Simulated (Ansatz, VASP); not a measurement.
# SrTiO3 in VASP and in Ansatz

INCAR

```
ALGO = Normal ; EDIFF = 1E-6
ENCUT = 520 ; GGA = PS
ISIF = 2 ; ISMEAR = -1
LASPH = True ; LCHARG = False
LREAL = False ; LWAVE = False
NBANDS = 28 ; NELM = 60
PREC = Accurate ; SIGMA = 0.05
```

KPOINTS

```
k-points
0
Gamma
  7 7 7
```

POSCAR

```
SrTiO3
1.0
    3.9050000000      0.0195250000      0.0195250000
    0.0195250000      3.9050000000      0.0195250000
    0.0195250000      0.0195250000      3.9050000000
Sr Ti O
1 1 3
Direct
    0.0000000000      0.0000000000      0.0000000000
    0.5000000000      0.5000000000      0.5000000000
    0.0000000000      0.5000000000      0.5000000000
    0.5000000000      0.0000000000      0.5000000000
    0.5000000000      0.5000000000      0.0000000000
```

Input for Ansatz:

```yaml
crystal:
  lattice:
    - [3.905, 0.019525, 0.019525]
    - [0.019525, 3.905, 0.019525]
    - [0.019525, 0.019525, 3.905]
  atoms:
    - { symbol: Sr, position: [0.0, 0.0, 0.0] }
    - { symbol: Ti, position: [0.5, 0.5, 0.5] }
    - { symbol: O, position: [0.0, 0.5, 0.5] }
    - { symbol: O, position: [0.5, 0.0, 0.5] }
    - { symbol: O, position: [0.5, 0.5, 0.0] }
kpoints:
  mp_grid: { grid: [7, 7, 7] }
  band_path:
    path:
      - [0.0, 0.0, 0.0]
      - [0.5, 0.5, 0.5]
      - [0.5098274679, 0.4901725321, 0.5]
      - [0.5, -0.4901725321, 0.4901725321]
      - [0.5, 0.0, 0.0]
      - [0.0, 0.0, 0.0]
      - [0.4950862661, -0.4950862661, 0.0]
      - [0.5049137339, 0.0, 0.4950862661]
      - [0.5, 0.0, 0.5]
    npoints: 5
scf:
  occupations: { method: fermi_dirac, width: 0.05 }
hamiltonian:
  xc: pbesol
  pseudopotentials: { kind: all_electron, lapw: { basis_error: 0.001 } }
output:
  forces: true
  stress: true
  eigenvalues: true
```

Change from the starting cell: equal xy, yz and zx shear strains of +1 %.

Alike in both runs: task single point; functional PBEsol; k mesh 7 × 7 × 7; occupations fermi-dirac, width 0.05 eV; no spin polarisation.

|  | VASP | Ansatz |
| --- | --- | --- |
| version | VASP 6.6.1 | Ansatz 0.2.0 |
| potentials or method | VASP PAW PBE potentials, release 64 (Sr_sv, Ti_sv, O), cutoff 520 eV | all-electron LAPW, scalar-relativistic |

```csv
,VASP,Ansatz,Ansatz less VASP
gap on the k mesh at the Fermi level (eV),1.84,1.87,+0.026
pressure (GPa),-1.3,-1.9,-0.67
"traceless stress, the component that is largest in VASP (GPa)",-1.12,-1.12,+0.004
```

VASP's potentials were made for PBE, not for PBEsol. Ansatz ran all-electron here, and VASP with PAW potentials.
